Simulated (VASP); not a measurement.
Wanted: the native input for a VASP 6.6.1 run.

- Task: electric field gradients
- Functional: PBE
- Potentials or basis: VASP PAW PBE potentials, release 64 (Si, O)
- Cutoff: 520 eV
- k mesh: 5 × 5 × 5
- Occupations: fermi-dirac, width 0.02 eV
- Spin: no spin polarisation
- Dipole correction: no
- Further INCAR settings: ALGO = Normal; EDIFF = 1e-08; NBANDS = 44

The structure of SiO2 lies in POSCAR:

```
SiO2
1.0
   -4.4720405200      4.4720405200      2.6117703500
    4.4720405200     -4.4720405200      2.6117703500
    4.4720405200      4.4720405200     -2.6117703500
Si O
4 8
Direct
    0.1768885800      0.1768885800      0.3537771600
    0.8231114200      0.1768885800      0.0000000000
    0.1768885800      0.8231114200      0.0000000000
    0.8231114200      0.8231114200      0.6462228400
    0.5000000000      0.5000000000      0.5000000000
    0.0000000000      0.5000000000      0.0000000000
    0.5000000000      0.0000000000      0.0000000000
    0.0000000000      0.0000000000      0.5000000000
    0.0000000000      0.2085486600      0.2085486600
    0.7914513400      0.0000000000      0.7914513400
    0.2085486600      0.0000000000      0.2085486600
    0.0000000000      0.7914513400      0.7914513400
```

One way to write it, as run:

INCAR

```
ALGO = Normal
EDIFF = 1E-8
ENCUT = 520
GGA = PE
ISIF = 2
ISMEAR = -1
LASPH = T
LCHARG = F
LEFG = T
LREAL = F
LWAVE = F
NBANDS = 44
NELM = 80
PREC = Accurate
SIGMA = 0.02
```

KPOINTS

```
k-points
0
Gamma
  5 5 5
```

Potentials or basis: VASP PAW PBE potentials, release 64 (Si, O).

Run with:

```bash
$ cat potpaw_PBE.64/Si/POTCAR potpaw_PBE.64/O/POTCAR > POTCAR
$ mpirun -np 1 vasp_std > vasp.out
```

It gave:

* Pressure: 3.7 GPa
* Largest force: 0.204 eV/Å
* Band gap on the k mesh: 5.45 eV, indirect (the least direct gap lies 5.0 meV higher)

Caveat: without QUAD_EFG the Cq values of the log hold for a quadrupole moment of 1 mb, not for the nuclei.

Run time: 2.6 min on 1 thread of Intel(R) Xeon(R) 6975P-C (Granite Rapids) (shared host), peak memory 0.43 GiB.
